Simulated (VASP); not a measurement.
Wanted: the native input for a VASP 6.6.1 run.

* Task: single point
* Functional: PBEsol
* Potentials or basis: VASP PAW PBE potentials, release 64 (Al, Ga_d, N)
* Cutoff: 520 eV
* k mesh: 6 × 6 × 6
* Occupations: gaussian, width 0.05 eV
* Spin: no spin polarisation
* Dipole correction: no
* Further INCAR settings: ALGO = Normal; EDIFF = 1e-07; NBANDS = 31

The structure of Al3GaN4 lies in POSCAR:

```
Al3GaN4
1.0
    4.4069948390      0.0000000000      0.0000000000
    0.0000000000      4.4069948390      0.0000000000
    0.0000000000      0.0000000000      4.4069948390
Al Ga N
3 1 4
Direct
    0.5059825745      0.4674287299     -0.0129418871
    0.4186668305      0.0731921171      0.4994142802
   -0.0259136045      0.5168229027      0.5168843418
   -0.0753358551      0.1008929676      0.0673878175
    0.7690308356      0.6563260329      0.1799535807
    0.8018467173      0.2493309211      0.6050833027
    0.2464214013      0.5906527267      0.8153446572
    0.3593011003      0.3453536020      0.3288739071
```

This cell differs from its parent crystal: atoms moved at random.

One way to write it, as run:

INCAR

```
PREC = Accurate
ENCUT = 520
EDIFF = 1E-7
ISMEAR = 0
SIGMA = 0.05
LREAL = F
LASPH = T
NELM = 60
ALGO = Normal
ISIF = 2
LWAVE = F
LCHARG = T
GGA = PS
LELF = T
LVHAR = T
NBANDS = 31
```

KPOINTS

```
regular mesh
0
Gamma
  6 6 6
```

Potentials or basis: VASP PAW PBE potentials, release 64 (Al, Ga_d, N).

Launch:

```sh
$ cat potpaw_PBE.64/Al/POTCAR potpaw_PBE.64/Ga_d/POTCAR potpaw_PBE.64/N/POTCAR > POTCAR
$ mpirun -np 1 vasp_std > vasp.out
```

Results of the run:

The pressure is 57.9 GPa, the largest force is 20.695 eV/Å and the band gap on the k mesh is zero (bands 21 and 22 overlap by 0.31 eV).

Caveat: the cell differs from its parent crystal (atoms moved at random); the cell stands under pressure; semilocal functionals underestimate gaps, so a narrow gap can read as zero; the PAW data sets were made with another functional, which shifts forces and pressure a little.

It took 7.9 min on 1 thread of Intel Xeon 8259CL (shared host), peak memory 0.39 GiB.
